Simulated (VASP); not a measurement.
# CuI (F-43m) in VASP: further runs

Runs on CuI. Level: LDA. Tasks: single point, relaxation of cell and atoms.

Program: VASP 6.6.1. These are calculated values, not measurements. Logs are shortened: lines on timing, memory, paths and dates and some standing lists are left out, and cuts for length are marked.

**1. The cell of the first run**

The structure is cubic, space group F-43m (No. 216). The conventional cell has a = 5.863 Å, b = 5.863 Å, c = 5.863 Å, α = 90.00°, β = 90.00°, γ = 90.00°. Cu (site symmetry -43m) has 4 I at 2.54 Å within 3.4 Å. I (site symmetry -43m) has 4 Cu at 2.54 Å within 3.4 Å.

**2. Single point, LDA**

INCAR

```
PREC = Accurate
ENCUT = 520
EDIFF = 1E-6
ISMEAR = -1
SIGMA = 0.05
LREAL = F
LASPH = T
NELM = 60
ALGO = Normal
ISIF = 2
LWAVE = F
LCHARG = F
NBANDS = 16
```

KPOINTS

```
Automatic mesh
0
Gamma
  9 9 9
```

POSCAR

```
CuI
1.0
    0.0000000000      2.9314758709      2.9314758709
    2.9314758709      0.0000000000      2.9314758709
    2.9314758709      2.9314758709      0.0000000000
Cu I
1 1
Direct
    0.2500000000      0.2500000000      0.2500000000
    0.0000000000      0.0000000000      0.0000000000
```

Potentials or basis: VASP PAW LDA potentials, release 64 (Cu, I).

On the command line:

```bash
> cat potpaw_LDA.64/Cu/POTCAR potpaw_LDA.64/I/POTCAR > POTCAR
> mpirun -np 1 vasp_std > vasp.out
```

OUTCAR:

```text
PREC = Accurate
   ENCUT = 520
   EDIFF = 1E-6
   ISMEAR = -1
   LREAL = F
   LASPH = T
   NELM = 60
   ISIF = 2

 ion  position               nearest neighbor table
   1  0.250  0.250  0.250-   2 2.54   2 2.54   2 2.54   2 2.54
   2  0.000  0.000  0.000-   1 2.54   1 2.54   1 2.54   1 2.54

  LATTYP: Found a face centered cubic cell.
 ALAT       =     5.8629517418

  Lattice vectors:

 A1 = (   0.0000000000,   2.9314758709,   2.9314758709)
 A2 = (   2.9314758709,   0.0000000000,   2.9314758709)
 A3 = (   2.9314758709,   2.9314758709,   0.0000000000)

Analysis of symmetry for initial positions (statically):
=====================================================================
 Subroutine PRICEL returns:
 Original cell was already a primitive cell.

 Routine SETGRP: Setting up the symmetry group for a
 face centered cubic supercell.

 Subroutine GETGRP returns: Found 24 space group operations
 (whereof 24 operations were pure point group operations)
 out of a pool of 48 trial point group operations.

The static configuration has the point symmetry T_d .

Analysis of symmetry for dynamics (positions and initial velocities):
=====================================================================
 Subroutine PRICEL returns:
 Original cell was already a primitive cell.

 Routine SETGRP: Setting up the symmetry group for a
 face centered cubic supercell.

 Subroutine GETGRP returns: Found 24 space group operations
 (whereof 24 operations were pure point group operations)
 out of a pool of 48 trial point group operations.

The dynamic configuration has the point symmetry T_d .

 Subroutine INISYM returns: Found 24 space group operations
 (whereof 24 operations are pure point group operations),
 and found     1 'primitive' translations

----------------------------------------------------------------------------------------

                                     Primitive cell

  volume of cell :      50.3836

  direct lattice vectors                    reciprocal lattice vectors
     0.000000000  2.931475871  2.931475871    -0.170562550  0.170562550  0.170562550
     2.931475871  0.000000000  2.931475871     0.170562550 -0.170562550  0.170562550
     2.931475871  2.931475871  0.000000000     0.170562550  0.170562550 -0.170562550

  length of vectors
[... 71 lines left out ...]
   NGXF,Y,Z  is equivalent  to a cutoff of  25.66, 25.66, 25.66 a.u.
 SYSTEM =  unknown system
   PREC   = accura    normal or accurate (medium, high low for compatibility)
   ISTART =      0    job   : 0-new  1-cont  2-samecut
   ICHARG =      2    charge: 1-file 2-atom 10-const
   ISPIN  =      1    spin polarized calculation?
   LNONCOLLINEAR =      F non collinear calculations
   LSORBIT =      F    spin-orbit coupling
   LASPH  =      T    aspherical Exc in radial PAW
   ENCUT  =  520.0 eV  38.22 Ry    6.18 a.u.   7.71  7.71  7.71*2*pi/ulx,y,z
   NELM   =     60;   NELMIN=  2; NELMDL= -5     # of ELM steps
   EDIFF  = 0.1E-05   stopping-criterion for ELM
   LREAL  =      F    real-space projection
   EDIFFG = 0.1E-04   stopping-criterion for IOM
   NSW    =      0    number of steps for IOM
   IBRION =     -1    ionic relax: 0-MD 1-quasi-New 2-CG
   NFREE  =      0    steps in history (QN), initial steepest desc. (CG)
   ISIF   =      2    stress and relaxation
   ISYM   =      2    0-nonsym 1-usesym 2-fastsym
   POTIM  = 0.5000    time-step for ionic-motion
   TEBEG  =    0.0;   TEEND  =   0.0 temperature during run
   PSTRESS=    0.0 pullay stress
   NELECT =      18.0000    total number of electrons
   NUPDOWN=      -1.0000    fix difference up-down
   EMIN   =  10.00;   EMAX   =-10.00  energy-range for DOS
   EFERMI =   0.00;   METHOD = LEGACY
   ISMEAR =    -1;   SIGMA  =   0.05  broadening in eV -4-tet -1-fermi 0-gaus
   EFERMI_NEDOS =   21; number of points for ismear=-14 and -15
   IALGO  =     38    algorithm
   IMIX   =      4    mixing-type and parameters
     AMIX     =   0.40;   BMIX     =  1.00
     AMIX_MAG =   1.60;   BMIX_MAG =  1.00
  volume/ion in A,a.u.               =      25.19       170.00
  Fermi-wavevector in a.u.,A,eV,Ry     =   1.161634  2.195170 18.359616  1.349394
  Thomas-Fermi vector in A             =   2.298204
   LORBIT       =      0    0 simple, 1 ext, 2 COOP (PROOUT), +10 PAW based schemes
   GGA     = CA    functional components
   LHFCALC =     F    Hartree Fock is set to
   AEXX    =    0.0000 exact exchange contribution
   IVDW    =     0    specifies the selected vdW correction
   LEPSILON=     F    determine dielectric tensor
   LRPA    =     F    only Hartree local field effects (RPA)
 non-spin polarized calculation
  energy-cutoff  :      520.00
  volume of cell :       50.38
 maximum number of plane-waves:      1372
   NGX = 15   NGY = 15   NGZ = 15

 number of electron      17.9999989 magnetization

 Free energy of the ion-electron system (eV)
  ---------------------------------------------------
  ext. energy  EPLUGINS =         0.00000000
  ---------------------------------------------------
  free energy    TOTEN  =        -6.99658569 eV

  energy without entropy =       -6.99658567  energy(sigma->0) =       -6.99658568

 E-fermi :   6.0171     XC(G=0):  -9.7630

 val. band max:        5.3352942937   @ k =   0.0000   0.0000   0.0000
 cond. band min:       6.6195371741   @ k =   0.0000   0.0000   0.0000
 fundamental gap:      1.2842428804
 Fermi energy:         6.0170838437

 k-point     1 :       0.0000    0.0000    0.0000
  band No.  band energies     occupation
      1      -9.2238      2.00000
      2       1.2054      2.00000
      3       1.2054      2.00000
      4       1.2054      2.00000
      5       2.9573      2.00000
      6       2.9573      2.00000
[... 433 lines left out ...]
      3       1.1929      2.00000
      4       1.1929      2.00000
      5       2.8586      2.00000
      6       3.0523      2.00000
[... 8 lines left out ...]
     15      16.8949      0.00000
     16      18.2679      0.00000

 [... further k-points ...]
[... 5 lines left out ...]
  --------------------------------------------------------------------------------------
  -------------------------------------------------------------------------------------
  Total        0.0568286      0.0568286      0.0568286      0.0000000      0.0000000     -0.0000000
  in kB        1.8071266      1.8071266      1.8071266      0.0000000      0.0000000     -0.0000000
  external PRESSURE =       1.8071266 kB  Pullay stress =       0.0000000 kB

 VOLUME and BASIS-vectors are now :
 -----------------------------------------------------------------------------
  energy-cutoff  :      520.00
  volume of cell :       50.38
      direct lattice vectors                 reciprocal lattice vectors
     0.000000000  2.931475871  2.931475871    -0.170562550  0.170562550  0.170562550
     2.931475871  0.000000000  2.931475871     0.170562550 -0.170562550  0.170562550
     2.931475871  2.931475871  0.000000000     0.170562550  0.170562550 -0.170562550

 POSITION                                       TOTAL-FORCE (eV/Angst)
 -----------------------------------------------------------------------------------
      1.46574      1.46574      1.46574        -0.000000     -0.000000     -0.000000
      0.00000      0.00000      0.00000         0.000000      0.000000      0.000000
 -----------------------------------------------------------------------------------
    total drift:                               -0.000000     -0.000000      0.000000

  FREE ENERGIE OF THE ION-ELECTRON SYSTEM (eV)
  ---------------------------------------------------
  free  energy   TOTEN  =        -6.9965856932 eV

  energy  without entropy=       -6.9965856702  energy(sigma->0) =       -6.99658568
```

OSZICAR:

```text
N       E                     dE             d eps       ncg     rms          rms(c)
DAV:   1     0.917573124259E+02    0.91757E+02   -0.75330E+03  1120   0.123E+03
DAV:   2    -0.162826952347E+01   -0.93386E+02   -0.85576E+02  1200   0.234E+02
DAV:   3    -0.717495577063E+01   -0.55467E+01   -0.54707E+01  1512   0.605E+01
DAV:   4    -0.732181479537E+01   -0.14686E+00   -0.14681E+00  1320   0.911E+00
DAV:   5    -0.733007728632E+01   -0.82625E-02   -0.82624E-02  1752   0.243E+00    0.646E+00
DAV:   6    -0.722312226636E+01    0.10696E+00   -0.37859E+00  1168   0.564E+01    0.404E+00
DAV:   7    -0.700411087984E+01    0.21901E+00   -0.91302E-01  1232   0.344E+01    0.199E+00
DAV:   8    -0.700051143150E+01    0.35994E-02   -0.50219E-02  1728   0.343E+00    0.551E-01
DAV:   9    -0.699676873499E+01    0.37427E-02   -0.93772E-03  1392   0.301E+00    0.285E-01
DAV:  10    -0.699675558673E+01    0.13148E-04   -0.64130E-04  1744   0.182E-01    0.176E-01
DAV:  11    -0.699658627593E+01    0.16931E-03   -0.86558E-04  1448   0.101E+00    0.337E-02
DAV:  12    -0.699658855065E+01   -0.22747E-05   -0.94301E-05  1632   0.129E-01    0.422E-02
DAV:  13    -0.699658661322E+01    0.19374E-05   -0.37904E-06  1712   0.238E-02    0.157E-02
DAV:  14    -0.699658569323E+01    0.92000E-06   -0.11230E-06   880   0.351E-02
   1 F= -.69965857E+01 E0= -.69965857E+01  d E =-.230679E-07
```

Run time: 22 s. Hardware: 1 thread of Intel Xeon Platinum 8259CL at 2.50GHz (Skylake/Cascade Lake), shared host; peak memory 0.16 GiB.

What came out:

```
Free energy            : -6.9966 eV
Pressure               : 0.2 GPa
Band gap on the k mesh : 1.28 eV
```

Levels at points of the mesh, in eV from the valence-band top:
```tsv
k point	band 5	band 6	band 7	band 8	band 9	band 10	band 11	band 12	band 13	band 14
(0.00, 0.00, 0.00)	-2.38	-2.38	0.00	0.00	0.00	1.28	4.75	4.75	4.75	8.12
```

Caveat: spin-orbit coupling is left out, which moves the levels of the heavy elements.

**3. Relaxation of cell and atoms, LDA**

This run uses another cell than the first one, of 26.19 Å³/atom.

INCAR

```
PREC = Accurate
ENCUT = 600
EDIFF = 1E-6
ISMEAR = -1
SIGMA = 0.05
LREAL = False
LASPH = True
NELM = 100
ALGO = Normal
ISIF = 3
LWAVE = False
LCHARG = False
GGA = CA
IBRION = 2
NSW = 100
EDIFFG = -0.005
```

KPOINTS is that of step 2.

POSCAR

```
CuI
1.0
    0.0000000000      2.9696152886      2.9696152886
    2.9696152886      0.0000000000      2.9696152886
    2.9696152886      2.9696152886      0.0000000000
Cu I
1 1
Direct
    0.2500000000      0.2500000000      0.2500000000
    0.0000000000      0.0000000000      0.0000000000
```

Potentials or basis: VASP PAW LDA potentials, release 64 (Cu, I).

On the command line:

```bash
> cat potpaw_LDA.64/Cu/POTCAR potpaw_LDA.64/I/POTCAR > POTCAR
> mpirun -np 1 vasp_std > vasp.out
```

Run time: 2.1 min. Hardware: 1 thread of Intel Xeon Platinum 8259CL at 2.50GHz (Skylake/Cascade Lake), shared host; peak memory 0.19 GiB.

Results (log left out):

* Free energy: -6.9969 eV
* Relaxed volume: 25.22 Å³/atom
* Relaxed cell: a = 4.147 Å, b = 4.147 Å, c = 4.147 Å, α = 60.00°, β = 60.00°, γ = 60.00°
* Space group after relaxing (to 0.1 Å): F-43m (No. 216)
* Energy gained by relaxing: 5.9 meV/atom
* Ionic steps: 8
* Pressure after relaxing: 0.0 GPa
* Band gap on the k mesh: 1.28 eV

The path:
```tsv
step	energy change (eV)	largest force (eV/Å)	pressure (GPa)	volume (Å³)
1	0.0000	0.0000	-1.74	52.38
2	-0.0117	0.0000	-0.26	50.25
3	-0.0107	0.0000	0.64	49.90
4	-0.0115	0.0000	0.37	50.15
5	-0.0116	0.0000	0.29	50.20
6	-0.0118	0.0000	-0.07	50.54
7	-0.0118	0.0000	-0.03	50.46
8	-0.0118	0.0000	0.02	50.44
```

Final structure:
```cif
data_structure
_symmetry_space_group_name_H-M 'P 1'
_symmetry_Int_Tables_number 1
_cell_length_a 4.1472
_cell_length_b 4.1472
_cell_length_c 4.1472
_cell_angle_alpha 60.000
_cell_angle_beta 60.000
_cell_angle_gamma 60.000
_cell_volume 50.44
loop_
_atom_site_label
_atom_site_type_symbol
_atom_site_fract_x
_atom_site_fract_y
_atom_site_fract_z
_atom_site_occupancy
Cu1 Cu 0.25000 0.25000 0.25000 1
I1 I 0.00000 0.00000 0.00000 1
```

Levels at points of the mesh, in eV from the valence-band top:
| k point | band 5 | band 6 | band 7 | band 8 | band 9 | band 10 | band 11 | band 12 | band 13 |
| --- | --- | --- | --- | --- | --- | --- | --- | --- | --- |
| (0.00, 0.00, 0.00) | -2.37 | -2.37 | 0.00 | 0.00 | 0.00 | 1.28 | 4.75 | 4.75 | 4.75 |

Caveat: spin-orbit coupling is left out, which moves the levels of the heavy elements.
